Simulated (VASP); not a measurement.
# C (P6_3/mmc) in VASP: notebook

The runs below take C through single point, with PBEsol.

Program: VASP 6.6.1. These are calculated values, not measurements. Logs are shortened: lines on timing, memory, paths and dates and some standing lists are left out, and cuts for length are marked.

### Step 1. The cell of the first run

Symmetry: P6_3/mmc, No. 194, hexagonal system. Conventional cell: a = 2.500 Å, b = 2.500 Å, c = 4.119 Å, α = 90.00°, β = 90.00°, γ = 120.00°. Within 2.0 Å of C (site symmetry 3m) lie 4 C at 1.53 to 1.54 Å.

### Step 2. Single point, PBEsol (strained cell)

Contents of INCAR:

```
SYSTEM = C
PREC = Accurate
ENCUT = 910
EDIFF = 1E-6
ISMEAR = 0
SIGMA = 0.02
LREAL = .FALSE.
LASPH = .TRUE.
NELM = 120
ALGO = Normal
ISIF = 2
LWAVE = .FALSE.
LCHARG = .FALSE.
GGA = PS
NBANDS = 16
GGA_COMPAT = .FALSE.
```

Contents of KPOINTS:

```
Automatic mesh
0
G
  9 9 6
  0 0 0
```

Contents of POSCAR:

```
C
1.0
    2.4995962376      0.0000000000      0.0000000000
   -1.2497981188      2.1647138410      0.0000000000
    0.0000000000      0.0000000000      4.1189829197
C
4
Direct
    0.3333333333      0.6666666667     -0.0002610710
    0.6666666667      0.3333333333      0.4997389290
    0.3333333333      0.6666666667      0.3742610710
    0.6666666667      0.3333333333      0.8742610710
```

Potentials or basis: VASP PAW PBE potentials, release 64 (C_h).

Run with:

```console
cat potpaw_PBE.64/C_h/POTCAR > POTCAR
mpirun -np 1 vasp_std > vasp.out
```

OUTCAR:

```text
SYSTEM = C
   PREC = Accurate
   ENCUT = 910
   EDIFF = 1E-6
   ISMEAR = 0
   LREAL = .FALSE.
   LASPH = .TRUE.
   NELM = 120
   ISIF = 2
   GGA = PS

 ion  position               nearest neighbor table
   1  0.333  0.667  1.000-
   2  0.667  0.333  0.500-
   3  0.333  0.667  0.374-
   4  0.667  0.333  0.874-

  LATTYP: Found a hexagonal cell.
 ALAT       =     2.4995962376
 C/A-ratio  =     1.6478593053

  Lattice vectors:

 A1 = (   2.4995962376,   0.0000000000,   0.0000000000)
 A2 = (  -1.2497981188,   2.1647138410,   0.0000000000)
 A3 = (   0.0000000000,   0.0000000000,   4.1189829197)

Analysis of symmetry for initial positions (statically):
=====================================================================
 Subroutine PRICEL returns:
 Original cell was already a primitive cell.

 Routine SETGRP: Setting up the symmetry group for a
 hexagonal supercell.

 Subroutine GETGRP returns: Found 24 space group operations
 (whereof  6 operations were pure point group operations)
 out of a pool of 24 trial point group operations.

The static configuration has the point symmetry C_3v.
 The point group associated with its full space group is D_6h.

Analysis of symmetry for dynamics (positions and initial velocities):
=====================================================================
 Subroutine PRICEL returns:
 Original cell was already a primitive cell.

 Routine SETGRP: Setting up the symmetry group for a
 hexagonal supercell.

 Subroutine GETGRP returns: Found 24 space group operations
 (whereof  6 operations were pure point group operations)
 out of a pool of 24 trial point group operations.

The dynamic configuration has the point symmetry C_3v.
 The point group associated with its full space group is D_6h.

 Subroutine INISYM returns: Found 24 space group operations
 (whereof  6 operations are pure point group operations),
 and found     1 'primitive' translations

----------------------------------------------------------------------------------------

                                     Primitive cell

  volume of cell :      22.2874

  direct lattice vectors                    reciprocal lattice vectors
     2.499596238  0.000000000  0.000000000     0.400064612  0.230977412  0.000000000
    -1.249798119  2.164713841  0.000000000     0.000000000  0.461954823  0.000000000
     0.000000000  0.000000000  4.118982920     0.000000000  0.000000000  0.242778380

  length of vectors
     2.499596238  2.499596238  4.118982920     0.461954823  0.461954823  0.242778380

  position of ions in fractional coordinates (direct lattice)
     0.333333333  0.666666667  0.999738929
     0.666666667  0.333333333  0.499738929
     0.333333333  0.666666667  0.374261071
     0.666666667  0.333333333  0.874261071

  ion indices of the primitive-cell ions
   primitive index   ion index
                 1           1
                 2           2
                 3           3
                 4           4

----------------------------------------------------------------------------------------

 KPOINTS: Automatic mesh

Automatic generation of k-mesh.
 Grid dimensions read from file:
 generate k-points for:    9    9    6

 Generating k-lattice:

  Cartesian coordinates                     Fractional coordinates (reciprocal lattice)
     0.044451624  0.025664157  0.000000000     0.111111111  0.000000000  0.000000000
     0.000000000  0.051328314  0.000000000     0.000000000  0.111111111  0.000000000
     0.000000000  0.000000000  0.040463063     0.000000000  0.000000000  0.166666667

  Length of vectors
     0.051328314  0.051328314  0.040463063

  Shift w.r.t. Gamma in fractional coordinates (k-lattice)
     0.000000000  0.000000000  0.000000000

 Subroutine IBZKPT returns following result:
 ===========================================

 Found     48 irreducible k-points:

 Following reciprocal coordinates:
            Coordinates               Weight
  0.000000  0.000000  0.000000      1.000000
  0.111111  0.000000  0.000000      6.000000
  0.222222  0.000000  0.000000      6.000000
  0.333333  0.000000  0.000000      6.000000
  0.444444  0.000000  0.000000      6.000000
  0.111111  0.111111  0.000000      6.000000
[... 16 lines left out ...]
  0.333333  0.222222  0.166667     24.000000
  0.333333  0.333333  0.166667      4.000000
 [... further k-points ...]
   k-points           NKPTS =     48   k-points in BZ     NKDIM =     48   number of bands    NBANDS=     16
   number of dos      NEDOS =    301   number of ions     NIONS =      4
   total plane-waves  NPLWV =  32928
   dimension x,y,z NGX =    28 NGY =   28 NGZ =   42
   dimension x,y,z NGXF=    56 NGYF=   56 NGZF=   84
   ions per type =               4
   NGX,Y,Z   is equivalent  to a cutoff of  18.62, 18.62, 16.95 a.u.
   NGXF,Y,Z  is equivalent  to a cutoff of  37.25, 37.25, 33.90 a.u.
 SYSTEM =  C
   PREC   = accura    normal or accurate (medium, high low for compatibility)
   ISTART =      0    job   : 0-new  1-cont  2-samecut
   ICHARG =      2    charge: 1-file 2-atom 10-const
   ISPIN  =      1    spin polarized calculation?
   LNONCOLLINEAR =      F non collinear calculations
   LSORBIT =      F    spin-orbit coupling
   LASPH  =      T    aspherical Exc in radial PAW
   ENCUT  =  910.0 eV  66.88 Ry    8.18 a.u.   6.15  6.15 10.13*2*pi/ulx,y,z
   NELM   =    120;   NELMIN=  2; NELMDL= -5     # of ELM steps
   EDIFF  = 0.1E-05   stopping-criterion for ELM
   LREAL  =      F    real-space projection
   EDIFFG = 0.1E-04   stopping-criterion for IOM
   NSW    =      0    number of steps for IOM
   IBRION =     -1    ionic relax: 0-MD 1-quasi-New 2-CG
   NFREE  =      0    steps in history (QN), initial steepest desc. (CG)
   ISIF   =      2    stress and relaxation
   ISYM   =      2    0-nonsym 1-usesym 2-fastsym
   POTIM  = 0.5000    time-step for ionic-motion
   TEBEG  =    0.0;   TEEND  =   0.0 temperature during run
   PSTRESS=    0.0 pullay stress
   NELECT =      16.0000    total number of electrons
   NUPDOWN=      -1.0000    fix difference up-down
   EMIN   =  10.00;   EMAX   =-10.00  energy-range for DOS
   EFERMI =   0.00;   METHOD = LEGACY
   ISMEAR =     0;   SIGMA  =   0.02  broadening in eV -4-tet -1-fermi 0-gaus
   EFERMI_NEDOS =   21; number of points for ismear=-14 and -15
   IALGO  =     38    algorithm
   IMIX   =      4    mixing-type and parameters
     AMIX     =   0.40;   BMIX     =  1.00
     AMIX_MAG =   1.60;   BMIX_MAG =  1.00
  volume/ion in A,a.u.               =       5.57        37.60
  Fermi-wavevector in a.u.,A,eV,Ry     =   1.465867  2.770088 29.235756  2.148767
  Thomas-Fermi vector in A             =   2.581673
   LORBIT       =      0    0 simple, 1 ext, 2 COOP (PROOUT), +10 PAW based schemes
   GGA     = PS    functional components
   LHFCALC =     F    Hartree Fock is set to
   AEXX    =    0.0000 exact exchange contribution
   IVDW    =     0    specifies the selected vdW correction
   LEPSILON=     F    determine dielectric tensor
   LRPA    =     F    only Hartree local field effects (RPA)
 non-spin polarized calculation
 Gauss-broadening in eV      SIGMA  =   0.02
  energy-cutoff  :      910.00
  volume of cell :       22.29
 maximum number of plane-waves:      1410
 NGX is ok and might be reduce to    28
   NGX = 13   NGY = 13   NGZ = 21

 number of electron      16.0000000 magnetization

 Free energy of the ion-electron system (eV)
  ---------------------------------------------------
  ext. energy  EPLUGINS =         0.00000000
  ---------------------------------------------------
  free energy    TOTEN  =       -38.44642217 eV

  energy without entropy =      -38.44642217  energy(sigma->0) =      -38.44642217

 E-fermi :  11.6622     XC(G=0): -13.6560

 val. band max:       11.5122515216   @ k =   0.0000   0.0000   0.0000
 cond. band min:      14.5452873921   @ k =   0.3333   0.3333   0.0000
 fundamental gap:      3.0330358705
 Fermi energy:        11.6622299637

 k-point     1 :       0.0000    0.0000    0.0000
  band No.  band energies     occupation
      1     -10.5815      2.00000
      2      -4.7064      2.00000
      3      -2.5030      2.00000
      4       8.2479      2.00000
      5       8.2479      2.00000
      6      11.0030      2.00000
[... 8 lines left out ...]
     15      26.0874      0.00000
     16      29.4807      0.00000

 k-point     2 :       0.1111    0.0000    0.0000
  band No.  band energies     occupation
      1     -10.2725      2.00000
      2      -4.4296      2.00000
      3      -2.2138      2.00000
      4       6.7879      2.00000
      5       7.6407      2.00000
      6      10.2860      2.00000
[... 8 lines left out ...]
     15      26.4208      0.00000
     16      27.8167      0.00000

 k-point     3 :       0.2222    0.0000    0.0000
  band No.  band energies     occupation
      1      -9.3520      2.00000
      2      -3.6037      2.00000
      3      -1.3878      2.00000
      4       3.7562      2.00000
      5       6.4604      2.00000
      6       7.6956      2.00000
[... 8 lines left out ...]
     15      25.8515      0.00000
     16      27.3298      0.00000

 k-point     4 :       0.3333    0.0000    0.0000
  band No.  band energies     occupation
      1      -7.8473      2.00000
      2      -2.2488      2.00000
      3      -0.5539      2.00000
      4       0.9548      2.00000
      5       4.8327      2.00000
      6       5.4440      2.00000
[... 8 lines left out ...]
     15      26.6119      0.00000
     16      27.6952      0.00000
[... 324 lines left out ...]
 k-point    22 :       0.2222    0.2222    0.1667
  band No.  band energies     occupation
      1      -6.7779      2.00000
      2      -2.5875      2.00000
      3       0.0696      2.00000
      4       2.5459      2.00000
      5       2.6603      2.00000
      6       3.9630      2.00000
[... 8 lines left out ...]
     15      25.2869      0.00000
     16      27.9125      0.00000

 k-point    23 :       0.3333    0.2222    0.1667
  band No.  band energies     occupation
      1      -4.8766      2.00000
      2      -2.1681      2.00000
      3      -0.6497      2.00000
      4       1.4798      2.00000
      5       1.9423      2.00000
      6       3.8263      2.00000
[... 8 lines left out ...]
     15      26.7980      0.00000
     16      28.1318      0.00000

 k-point    24 :       0.3333    0.3333    0.1667
  band No.  band energies     occupation
      1      -3.1872      2.00000
      2      -3.1872      2.00000
      3       0.2406      2.00000
      4       0.9016      2.00000
      5       0.9016      2.00000
      6       3.9036      2.00000
[... 8 lines left out ...]
     15      27.1615      0.00000
     16      27.1615      0.00000

 [... further k-points ...]

------------------------ aborting loop because EDIFF is reached ----------------------------------------

  FORCE on cell =-STRESS in cart. coord.  units (eV):
  Direction    XX          YY          ZZ          XY          YZ          ZX
  --------------------------------------------------------------------------------------
  -------------------------------------------------------------------------------------
  Total       -0.0288363     -0.0288363      1.9340309      0.0000000     -0.0000000      0.0000000
  in kB       -2.0729524     -2.0729524    139.0316429      0.0000000     -0.0000000      0.0000000
  external PRESSURE =      44.9619127 kB  Pullay stress =       0.0000000 kB

 VOLUME and BASIS-vectors are now :
 -----------------------------------------------------------------------------
  energy-cutoff  :      910.00
  volume of cell :       22.29
      direct lattice vectors                 reciprocal lattice vectors
     2.499596238  0.000000000  0.000000000     0.400064612  0.230977412  0.000000000
    -1.249798119  2.164713841  0.000000000     0.000000000  0.461954823  0.000000000
     0.000000000  0.000000000  4.118982920     0.000000000  0.000000000  0.242778380

 POSITION                                       TOTAL-FORCE (eV/Angst)
 -----------------------------------------------------------------------------------
     -0.00000      1.44314      4.11791         0.000000     -0.000000     -0.000574
      1.24980      0.72157      2.05842        -0.000000     -0.000000     -0.000574
     -0.00000      1.44314      1.54157         0.000000      0.000000      0.000574
      1.24980      0.72157      3.60107        -0.000000      0.000000      0.000574
 -----------------------------------------------------------------------------------
    total drift:                               -0.000000      0.000000      0.000004

  FREE ENERGIE OF THE ION-ELECTRON SYSTEM (eV)
  ---------------------------------------------------
  free  energy   TOTEN  =       -38.4464221697 eV

  energy  without entropy=      -38.4464221697  energy(sigma->0) =      -38.44642217
```

It used 52 s of CPU time on 1 thread of AMD EPYC 7R13 Processor (Zen 3), on a shared host.

Results:

```yaml
Free_energy: -38.4464 eV
Pressure: 4.5 GPa
Band_gap_on_the_k_mesh: 3.03 eV, indirect (least direct gap 4.81 eV)
```

Stress tensor (GPa, compression positive):
```
-0.21  0.00  0.00
 0.00 -0.21  0.00
 0.00  0.00 13.90
```

Caveat: the cell differs from its parent crystal (strained cell); the cutoff is under 1.25 times the usual one of these potentials, so pressure, stress and relaxed cells hold a basis-set (Pulay) error; the PAW data sets were made with another functional, which shifts forces and pressure a little. A k mesh can miss the band edges.

### Step 3. Single point, PBEsol (strained cell)

Contents of INCAR:

```
SYSTEM = C
ALGO = Normal
EDIFF = 1E-6
ENCUT = 910
GGA = PS
GGA_COMPAT = .FALSE.
ISIF = 2
ISMEAR = 0
LASPH = .TRUE.
LCHARG = .TRUE.
LELF = .TRUE.
LREAL = .FALSE.
LVHAR = .TRUE.
LWAVE = .FALSE.
NBANDS = 16
NELM = 120
PREC = Accurate
SIGMA = 0.02
```

Contents of KPOINTS:

```
k-points
0
G
  9 9 6
  0 0 0
```

Edit POSCAR of step 2 so:

```diff
@@ -2,4 +2,4 @@
 1.0
-    2.4995962376      0.0000000000      0.0000000000
-   -1.2497981188      2.1647138410      0.0000000000
+    2.4991218368      0.0000000000      0.0000000000
+   -1.2495609184      2.1643029978      0.0000000000
     0.0000000000      0.0000000000      4.1189829197
```

Potentials or basis: VASP PAW PBE potentials, release 64 (C_h).

Run with:

```console
cat potpaw_PBE.64/C_h/POTCAR > POTCAR
mpirun -np 1 vasp_std > vasp.out
```

Wall time 18 s (1 thread of Intel Xeon Platinum 8559C (Emerald Rapids), shared host); peak memory 0.17 GiB.

The run converged. Its results:

| Property | Result |
| --- | --- |
| Free energy | -38.4464 eV |
| Pressure | 4.7 GPa |
| Band gap on the k mesh | 3.03 eV, indirect (least direct gap 4.82 eV) |

Stress tensor (GPa, compression positive):
```
 0.05  0.00  0.00
 0.00  0.05  0.00
 0.00  0.00 13.91
```

Levels at points of the mesh, in eV from the valence-band top:
| k point | band 6 | band 7 | band 8 | band 9 | band 10 | band 11 |
| --- | --- | --- | --- | --- | --- | --- |
| (0.00, 0.00, 0.00) | -0.51 | 0.00 | 0.00 | 4.82 | 4.82 | 5.60 |
| (0.00, 0.00, 0.50) | -1.97 | -1.97 | -1.97 | 7.20 | 7.20 | 7.20 |

Caveat: the cell differs from its parent crystal (strained cell); the cutoff is under 1.25 times the usual one of these potentials, so pressure, stress and relaxed cells hold a basis-set (Pulay) error; the PAW data sets were made with another functional, which shifts forces and pressure a little. A k mesh can miss the band edges.
